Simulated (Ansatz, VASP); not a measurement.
# TePb: VASP beside Ansatz

INCAR

```
ALGO = Normal
EDIFF = 1E-7
ENCUT = 520
GGA = PE
ISIF = 2
ISMEAR = 0
LASPH = True
LCHARG = False
LREAL = False
LWAVE = False
NBANDS = 17
NELM = 80
PREC = Accurate
SIGMA = 0.05
```

File KPOINTS:

```
k-points
0
Gamma
  8 8 8
```

POSCAR

```
TePb
1.0
    4.0039419753      0.0000000000      0.0000000000
    0.0000000000      4.0039419753      0.0000000000
    0.0000000000      0.0000000000      4.0039419753
Te Pb
1 1
Direct
    0.5000000000      0.5000000000      0.5000000000
    0.0000000000      0.0000000000      0.0000000000
```

Input for Ansatz:

```yaml
crystal:
  lattice:
    - [4.0039419753, 0.0, 0.0]
    - [0.0, 4.0039419753, 0.0]
    - [0.0, 0.0, 4.0039419753]
  atoms:
    - { symbol: Te, position: [0.5, 0.5, 0.5] }
    - { symbol: Pb, position: [0.0, 0.0, 0.0] }
basis:
  ecutwfc: 420
  ecutrho_ratio: 4
kpoints:
  mp_grid: { grid: [8, 8, 8] }
hamiltonian:
  xc: pbe
scf:
  occupations: { method: gaussian, width: 0.05 }
output:
  forces: true
  stress: true
  eigenvalues: true
```

Alike in both runs: task single point; functional PBE; k mesh 8 × 8 × 8; occupations gaussian, width 0.05 eV; no spin polarisation.

|  | VASP | Ansatz |
| --- | --- | --- |
| version | VASP 6.6.1 | Ansatz 0.2.0 |
| potentials or method | VASP PAW PBE potentials, release 64 (Te, Pb_d), cutoff 520 eV | scalar-relativistic, plane waves, PAW |
| valence electrons in the cell | 20 | 30 |

|  | VASP | Ansatz | Ansatz less VASP |
| --- | --- | --- | --- |
| gap on the k mesh at the Fermi level (eV) | none | none | - |
| pressure (GPa) | 0.0 | 0.0 | +0.04 |

A gap of «none» marks a metal or a gap that the smearing closes. VASP's potentials hold 20 valence electrons a cell and Ansatz's 30, so a difference there can come from the potentials and not from the codes.

Spin-orbit coupling is off throughout.
